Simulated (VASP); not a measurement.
# Rh (Fm-3m) in VASP: a series of runs

The runs below take Rh through single point, relaxation of cell and atoms, with PBE.

All numbers are computed with VASP 6.6.1; they aren't measurements. Logs are shortened: lines on timing, memory, paths and dates and some standing lists are left out, and cuts for length are marked.

## (1) The cell of the first run

Symmetry: Fm-3m, No. 225, cubic system. The conventional cell has a = 3.835 Å, b = 3.835 Å, c = 3.835 Å, α = 90.00°, β = 90.00°, γ = 90.00°. Rh (site symmetry m-3m) has 12 Rh at 2.71 Å within 3.6 Å.

## (2) Single point, PBE

Input file INCAR:

```
  ALGO = Normal
  EDIFF = 1E-6
  ENCUT = 520
  GGA = PE
  ISIF = 2
  ISMEAR = -1
  LASPH = True
  LCHARG = False
  LREAL = False
  LWAVE = False
  NBANDS = 14
  NELM = 60
  PREC = Accurate
  SIGMA = 0.15
```

Input file KPOINTS:

```
k-points
0
Gamma
  20 20 20
```

Input file POSCAR:

```
Rh
1.0
    0.0000000000      1.9175465998      1.9175465998
    1.9175465998      0.0000000000      1.9175465998
    1.9175465998      1.9175465998      0.0000000000
Rh
1
Direct
    0.0000000000      0.0000000000      0.0000000000
```

Potentials or basis: VASP PAW PBE potentials, release 64 (Rh_pv).

Run with:

```console
> cat potpaw_PBE.64/Rh_pv/POTCAR > POTCAR
> mpirun -np 1 vasp_std > vasp.out
```

OUTCAR:

```text
EDIFF = 1E-6
   ENCUT = 520
   GGA = PE
   ISIF = 2
   ISMEAR = -1
   LASPH = True
   LREAL = False
   NELM = 60
   PREC = Accurate

 ion  position               nearest neighbor table
   1  0.000  0.000  0.000-

  LATTYP: Found a face centered cubic cell.
 ALAT       =     3.8350931996

  Lattice vectors:

 A1 = (   0.0000000000,   1.9175465998,   1.9175465998)
 A2 = (   1.9175465998,   0.0000000000,   1.9175465998)
 A3 = (   1.9175465998,   1.9175465998,   0.0000000000)

Analysis of symmetry for initial positions (statically):
=====================================================================
 Subroutine PRICEL returns:
 Original cell was already a primitive cell.

 Routine SETGRP: Setting up the symmetry group for a
 face centered cubic supercell.

 Subroutine GETGRP returns: Found 48 space group operations
 (whereof 48 operations were pure point group operations)
 out of a pool of 48 trial point group operations.

The static configuration has the point symmetry O_h .

Analysis of symmetry for dynamics (positions and initial velocities):
=====================================================================
 Subroutine PRICEL returns:
 Original cell was already a primitive cell.

 Routine SETGRP: Setting up the symmetry group for a
 face centered cubic supercell.

 Subroutine GETGRP returns: Found 48 space group operations
 (whereof 48 operations were pure point group operations)
 out of a pool of 48 trial point group operations.

The dynamic configuration has the point symmetry O_h .

 Subroutine INISYM returns: Found 48 space group operations
 (whereof 48 operations are pure point group operations),
 and found     1 'primitive' translations

----------------------------------------------------------------------------------------

                                     Primitive cell

  volume of cell :      14.1016

  direct lattice vectors                    reciprocal lattice vectors
     0.000000000  1.917546600  1.917546600    -0.260749856  0.260749856  0.260749856
     1.917546600  0.000000000  1.917546600     0.260749856 -0.260749856  0.260749856
     1.917546600  1.917546600  0.000000000     0.260749856  0.260749856 -0.260749856

  length of vectors
     2.711820408  2.711820408  2.711820408     0.451631999  0.451631999  0.451631999

  position of ions in fractional coordinates (direct lattice)
     0.000000000  0.000000000  0.000000000

  ion indices of the primitive-cell ions
   primitive index   ion index
                 1           1

[... 74 lines left out ...]
   NSW    =      0    number of steps for IOM
   IBRION =     -1    ionic relax: 0-MD 1-quasi-New 2-CG
   NFREE  =      0    steps in history (QN), initial steepest desc. (CG)
   ISIF   =      2    stress and relaxation
   ISYM   =      2    0-nonsym 1-usesym 2-fastsym
   POTIM  = 0.5000    time-step for ionic-motion
   TEBEG  =    0.0;   TEEND  =   0.0 temperature during run
   PSTRESS=    0.0 pullay stress
   NELECT =      15.0000    total number of electrons
   NUPDOWN=      -1.0000    fix difference up-down
   EMIN   =  10.00;   EMAX   =-10.00  energy-range for DOS
   EFERMI =   0.00;   METHOD = LEGACY
   ISMEAR =    -1;   SIGMA  =   0.15  broadening in eV -4-tet -1-fermi 0-gaus
   EFERMI_NEDOS =   21; number of points for ismear=-14 and -15
   IALGO  =     38    algorithm
   IMIX   =      4    mixing-type and parameters
     AMIX     =   0.40;   BMIX     =  1.00
     AMIX_MAG =   1.60;   BMIX_MAG =  1.00
  volume/ion in A,a.u.               =      14.10        95.16
  Fermi-wavevector in a.u.,A,eV,Ry     =   1.671152  3.158020 37.997664  2.792750
  Thomas-Fermi vector in A             =   2.756525
   LORBIT       =      0    0 simple, 1 ext, 2 COOP (PROOUT), +10 PAW based schemes
   GGA     = PE    functional components
   LHFCALC =     F    Hartree Fock is set to
   AEXX    =    0.0000 exact exchange contribution
   IVDW    =     0    specifies the selected vdW correction
   LEPSILON=     F    determine dielectric tensor
   LRPA    =     F    only Hartree local field effects (RPA)
 non-spin polarized calculation
  energy-cutoff  :      520.00
  volume of cell :       14.10
 maximum number of plane-waves:       392
   NGX =  9   NGY =  9   NGZ =  9

 number of electron      15.0000002 magnetization

 Free energy of the ion-electron system (eV)
  ---------------------------------------------------
  ext. energy  EPLUGINS =         0.00000000
  ---------------------------------------------------
  free energy    TOTEN  =        -7.31036961 eV

  energy without entropy =       -7.20360587  energy(sigma->0) =       -7.25698774

 E-fermi :  11.4296     XC(G=0): -13.8677

 val. band max:       11.4247794973   @ k =  -0.4500   0.4500   0.0000
 cond. band min:      11.4340143121   @ k =   0.3500   0.0500   0.0000
 fundamental gap:      0.0092348148
 Fermi energy:        11.4295524056

 k-point     1 :       0.0000    0.0000    0.0000
  band No.  band energies     occupation
      1     -34.8811      2.00000
      2     -34.8811      2.00000
      3     -34.8811      2.00000
      4       3.6719      2.00000
      5       8.4926      2.00000
      6       8.4926      2.00000
      7       8.4926      2.00000
      8      10.4950      1.99607
      9      10.4950      1.99607
     10      27.4564      0.00000
     11      32.0686      0.00000
     12      32.7713      0.00000
     13      32.7713      0.00000
     14      32.7713      0.00000
[... 377 lines left out ...]
      1     -35.4402      2.00000
      2     -34.9772      2.00000
      3     -34.9549      2.00000
      4       5.7381      2.00000
      5       8.5521      2.00000
      6       8.6334      2.00000
      7       9.9116      1.99992
      8      11.2647      1.50005
      9      11.9915      0.04612
     10      22.5859      0.00000
     11      27.8005      0.00000
     12      32.0674      0.00000
     13      32.8944      0.00000
     14      34.5001      0.00000

 [... further k-points ...]
[... 5 lines left out ...]
  --------------------------------------------------------------------------------------
  -------------------------------------------------------------------------------------
  Total        0.0023443      0.0023443      0.0023443      0.0000000     -0.0000000     -0.0000000
  in kB        0.2663504      0.2663504      0.2663504      0.0000000     -0.0000000     -0.0000000
  external PRESSURE =       0.2663504 kB  Pullay stress =       0.0000000 kB

 VOLUME and BASIS-vectors are now :
 -----------------------------------------------------------------------------
  energy-cutoff  :      520.00
  volume of cell :       14.10
      direct lattice vectors                 reciprocal lattice vectors
     0.000000000  1.917546600  1.917546600    -0.260749856  0.260749856  0.260749856
     1.917546600  0.000000000  1.917546600     0.260749856 -0.260749856  0.260749856
     1.917546600  1.917546600  0.000000000     0.260749856  0.260749856 -0.260749856

 POSITION                                       TOTAL-FORCE (eV/Angst)
 -----------------------------------------------------------------------------------
      0.00000      0.00000      0.00000        -0.000000      0.000000      0.000000
 -----------------------------------------------------------------------------------
    total drift:                                0.000000     -0.000000      0.000000

  FREE ENERGIE OF THE ION-ELECTRON SYSTEM (eV)
  ---------------------------------------------------
  free  energy   TOTEN  =        -7.3103696132 eV

  energy  without entropy=       -7.2036058701  energy(sigma->0) =       -7.25698774
```

Run time: 22 s. Hardware: 1 thread of Intel Xeon Platinum 8488C (Sapphire Rapids), shared host; peak memory 0.15 GiB.

Results:

| Property | Result |
| --- | --- |
| Free energy | -7.3104 eV |
| Pressure | 0.0 GPa |
| Band gap on the k mesh | zero (an odd number of electrons rules out a gap without spin polarisation) |

## (3) Single point, PBE (14.38 Å³/atom)

This run uses another cell than the first one, of 14.38 Å³/atom.

Input file INCAR:

```
PREC = Accurate ; ENCUT = 520
EDIFF = 1E-6 ; ISMEAR = -1
SIGMA = 0.15 ; LREAL = F
LASPH = T ; NELM = 100
ALGO = Normal ; ISIF = 2
LWAVE = F ; LCHARG = F
GGA = PE ; NBANDS = 14
```

Input file KPOINTS:

```
regular mesh
0
Gamma
  20 20 20
```

Input file POSCAR:

```
Rh
1.0
    0.0000000000      1.9302459540      1.9302459540
    1.9302459540      0.0000000000      1.9302459540
    1.9302459540      1.9302459540      0.0000000000
Rh
1
Direct
    0.0000000000      0.0000000000      0.0000000000
```

Potentials or basis: VASP PAW PBE potentials, release 64 (Rh_pv).

Run with:

```console
> cat potpaw_PBE.64/Rh_pv/POTCAR > POTCAR
> mpirun -np 1 vasp_std > vasp.out
```

OUTCAR:

```text
PREC = Accurate
   ENCUT = 520
   EDIFF = 1E-6
   ISMEAR = -1
   LREAL = F
   LASPH = T
   NELM = 100
   ISIF = 2
   GGA = PE

 ion  position               nearest neighbor table
   1  0.000  0.000  0.000-

  LATTYP: Found a face centered cubic cell.
 ALAT       =     3.8604919080

  Lattice vectors:

 A1 = (   0.0000000000,   1.9302459540,   1.9302459540)
 A2 = (   1.9302459540,   0.0000000000,   1.9302459540)
 A3 = (   1.9302459540,   1.9302459540,   0.0000000000)

Analysis of symmetry for initial positions (statically):
=====================================================================
 Subroutine PRICEL returns:
 Original cell was already a primitive cell.

 Routine SETGRP: Setting up the symmetry group for a
 face centered cubic supercell.

 Subroutine GETGRP returns: Found 48 space group operations
 (whereof 48 operations were pure point group operations)
 out of a pool of 48 trial point group operations.

The static configuration has the point symmetry O_h .

Analysis of symmetry for dynamics (positions and initial velocities):
=====================================================================
 Subroutine PRICEL returns:
 Original cell was already a primitive cell.

 Routine SETGRP: Setting up the symmetry group for a
 face centered cubic supercell.

 Subroutine GETGRP returns: Found 48 space group operations
 (whereof 48 operations were pure point group operations)
 out of a pool of 48 trial point group operations.

The dynamic configuration has the point symmetry O_h .

 Subroutine INISYM returns: Found 48 space group operations
 (whereof 48 operations are pure point group operations),
 and found     1 'primitive' translations

----------------------------------------------------------------------------------------

                                     Primitive cell

  volume of cell :      14.3836

[... 105 lines left out ...]
     AMIX     =   0.40;   BMIX     =  1.00
     AMIX_MAG =   1.60;   BMIX_MAG =  1.00
  volume/ion in A,a.u.               =      14.38        97.07
  Fermi-wavevector in a.u.,A,eV,Ry     =   1.660157  3.137243 37.499325  2.756123
  Thomas-Fermi vector in A             =   2.747442
   LORBIT       =      0    0 simple, 1 ext, 2 COOP (PROOUT), +10 PAW based schemes
   GGA     = PE    functional components
   LHFCALC =     F    Hartree Fock is set to
   AEXX    =    0.0000 exact exchange contribution
   IVDW    =     0    specifies the selected vdW correction
   LEPSILON=     F    determine dielectric tensor
   LRPA    =     F    only Hartree local field effects (RPA)
 non-spin polarized calculation
  energy-cutoff  :      520.00
  volume of cell :       14.38
 maximum number of plane-waves:       399
   NGX = 11   NGY = 11   NGZ = 11

 number of electron      14.9999996 magnetization

 Free energy of the ion-electron system (eV)
  ---------------------------------------------------
  ext. energy  EPLUGINS =         0.00000000
  ---------------------------------------------------
  free energy    TOTEN  =        -7.30637023 eV

  energy without entropy =       -7.19576965  energy(sigma->0) =       -7.25106994

 E-fermi :  11.0785     XC(G=0): -13.7411

 val. band max:       11.0778703722   @ k =  -0.4500   0.4500   0.0000
 cond. band min:      11.0831801541   @ k =   0.3500   0.0500   0.0000
 fundamental gap:      0.0053097819
 Fermi energy:        11.0785419667

 k-point     1 :       0.0000    0.0000    0.0000
  band No.  band energies     occupation
      1     -35.1970      2.00000
      2     -35.1970      2.00000
      3     -35.1970      2.00000
      4       3.4653      2.00000
      5       8.2321      2.00000
      6       8.2321      2.00000
      7       8.2321      2.00000
      8      10.1721      1.99526
      9      10.1721      1.99526
     10      27.1126      0.00000
     11      31.7761      0.00000
     12      32.3162      0.00000
     13      32.3162      0.00000
     14      32.3162      0.00000
[... 377 lines left out ...]
      1     -35.7185      2.00000
      2     -35.2869      2.00000
      3     -35.2662      2.00000
      4       5.5358      2.00000
      5       8.2918      2.00000
      6       8.3707      2.00000
      7       9.6099      1.99989
      8      10.9201      1.48401
      9      11.6267      0.05044
     10      22.0466      0.00000
     11      27.4150      0.00000
     12      31.7759      0.00000
     13      32.3135      0.00000
     14      33.9161      0.00000

 [... further k-points ...]
[... 5 lines left out ...]
  --------------------------------------------------------------------------------------
  -------------------------------------------------------------------------------------
  Total       -0.4208813     -0.4208813     -0.4208813      0.0000000      0.0000000     -0.0000000
  in kB      -46.8815844    -46.8815844    -46.8815844      0.0000000      0.0000000     -0.0000000
  external PRESSURE =     -46.8815844 kB  Pullay stress =       0.0000000 kB

 VOLUME and BASIS-vectors are now :
 -----------------------------------------------------------------------------
  energy-cutoff  :      520.00
  volume of cell :       14.38
      direct lattice vectors                 reciprocal lattice vectors
     0.000000000  1.930245954  1.930245954    -0.259034347  0.259034347  0.259034347
     1.930245954  0.000000000  1.930245954     0.259034347 -0.259034347  0.259034347
     1.930245954  1.930245954  0.000000000     0.259034347  0.259034347 -0.259034347

 POSITION                                       TOTAL-FORCE (eV/Angst)
 -----------------------------------------------------------------------------------
      0.00000      0.00000      0.00000         0.000000      0.000000      0.000000
 -----------------------------------------------------------------------------------
    total drift:                                0.000000     -0.000000      0.000000

  FREE ENERGIE OF THE ION-ELECTRON SYSTEM (eV)
  ---------------------------------------------------
  free  energy   TOTEN  =        -7.3063702294 eV

  energy  without entropy=       -7.1957696475  energy(sigma->0) =       -7.25106994
```

OSZICAR:

```text
N       E                     dE             d eps       ncg     rms          rms(c)
DAV:   1     0.119681095868E+03    0.11968E+03   -0.87525E+03  7190   0.113E+03
DAV:   2    -0.624187480844E+01   -0.12592E+03   -0.12029E+03  7912   0.337E+02
DAV:   3    -0.779971114794E+01   -0.15578E+01   -0.15553E+01  8602   0.413E+01
DAV:   4    -0.780572095038E+01   -0.60098E-02   -0.60094E-02  8290   0.264E+00
DAV:   5    -0.780577694348E+01   -0.55993E-04   -0.55993E-04  8556   0.225E-01    0.911E+00
DAV:   6    -0.732188874525E+01    0.48389E+00   -0.84994E-01  7636   0.126E+01    0.311E+00
DAV:   7    -0.730955501710E+01    0.12334E-01   -0.16507E-02  8344   0.135E+00    0.156E+00
DAV:   8    -0.730646159354E+01    0.30934E-02   -0.29766E-03  7726   0.727E-01    0.141E-01
DAV:   9    -0.730636854846E+01    0.93045E-04   -0.89471E-05  7726   0.130E-01    0.112E-02
DAV:  10    -0.730637016705E+01   -0.16186E-05   -0.33320E-06  8320   0.219E-02    0.224E-03
DAV:  11    -0.730637022936E+01   -0.62309E-07   -0.21807E-07  3818   0.639E-03
   1 F= -.73063702E+01 E0= -.72510699E+01  d E =-.110601E+00
```

Run time: 28 s. Hardware: 1 thread of Intel Xeon Platinum 8488C (Sapphire Rapids), shared host; peak memory 0.16 GiB.

What came out:

```yaml
Free_energy: -7.3064 eV
Pressure: -4.7 GPa
Band_gap_on_the_k_mesh: zero (an odd number of electrons rules out a gap without spin polarisation)
```

Levels at points of the mesh, in eV from the Fermi level:
```
           k point  band 3  band 4  band 5  band 6  band 7  band 8  band 9  band 10  band 11  band 12
(0.00, 0.00, 0.00)  -46.28   -7.61   -2.85   -2.85   -2.85   -0.91   -0.91    16.03    20.70    21.24
(0.50, 0.00, 0.00)  -46.36   -5.73   -2.92   -2.92    0.55    0.55    0.80     8.21    15.52    20.70
(0.50, 0.50, 0.00)  -46.51   -5.88   -5.53    0.52    0.93    0.93    3.23    11.73    13.07    13.07
```

Caveat: the cell stands under tension.

## (4) Relaxation of cell and atoms, PBE

This run uses another cell than the first one, of 14.04 Å³/atom.

Input file INCAR:

```
  ALGO = Normal
  EDIFF = 1E-6
  EDIFFG = -0.001
  ENCUT = 600
  GGA = PE
  IBRION = 2
  ISIF = 3
  ISMEAR = -1
  LASPH = True
  LCHARG = False
  LREAL = False
  LWAVE = False
  NELM = 60
  NSW = 80
  PREC = Accurate
  SIGMA = 0.15
```

Input file KPOINTS:

```
k-points
0
Gamma
  20 20 20
```

Input file POSCAR:

```
Rh
1.0
    0.0000000000      1.9149654119      1.9149654119
    1.9149654119      0.0000000000      1.9149654119
    1.9149654119      1.9149654119      0.0000000000
Rh
1
Direct
    0.0000000000      0.0000000000      0.0000000000
```

Run with:

```console
> cat potpaw_PBE.64/Rh_pv/POTCAR > POTCAR
> mpirun -np 1 vasp_std > vasp.out
```

Run time: 71 s. Hardware: 1 thread of Intel Xeon Platinum 8488C (Sapphire Rapids), shared host; peak memory 0.18 GiB.

The run converged. Its results:

```
Free energy                           : -7.3105 eV
Relaxed volume                        : 14.10 Å³/atom
Relaxed cell                          : a = 2.711 Å, b = 2.711 Å, c = 2.711 Å, α = 60.00°, β = 60.00°, γ = 60.00°
Space group after relaxing (to 0.1 Å) : Fm-3m (No. 225)
Energy gained by relaxing             : 0.1 meV/atom
Ionic steps                           : 6
Pressure after relaxing               : 0.0 GPa
Band gap on the k mesh                : zero (an odd number of electrons rules out a gap without spin polarisation)
```

The path:
| step | energy change (eV) | largest force (eV/Å) | pressure (GPa) | volume (Å³) |
| --- | --- | --- | --- | --- |
| 1 | 0.0000 | 0.0000 | 0.92 | 14.04 |
| 2 | 0.0006 | 0.0000 | -1.98 | 14.21 |
| 3 | -0.0001 | 0.0000 | 0.01 | 14.10 |
| 4 | -0.0001 | 0.0000 | -0.01 | 14.10 |
| 5 | -0.0001 | 0.0000 | 0.04 | 14.09 |
| 6 | -0.0001 | 0.0000 | -0.01 | 14.10 |

Final structure:
```
Rh
1.0
     0.00000    1.91729    1.91729
     1.91729    0.00000    1.91729
     1.91729    1.91729    0.00000
Rh
1
Cartesian
  0.0000 0.0000 0.0000
```

Levels at points of the mesh, in eV from the Fermi level:
```
           k point  band 5  band 6  band 7  band 8  band 9  band 10
(0.00, 0.00, 0.00)   -2.94   -2.94   -2.94   -0.94   -0.94    16.03
(0.50, 0.00, 0.00)   -3.01   -3.01    0.57    0.57    0.78     8.41
(0.50, 0.50, 0.00)   -5.70    0.54    0.97    0.97    3.25    11.98
```

PBE usually gives volumes a little too large and moduli too small. Zero-point motion and thermal expansion aren't in these numbers.

[end of part 1 of 2]
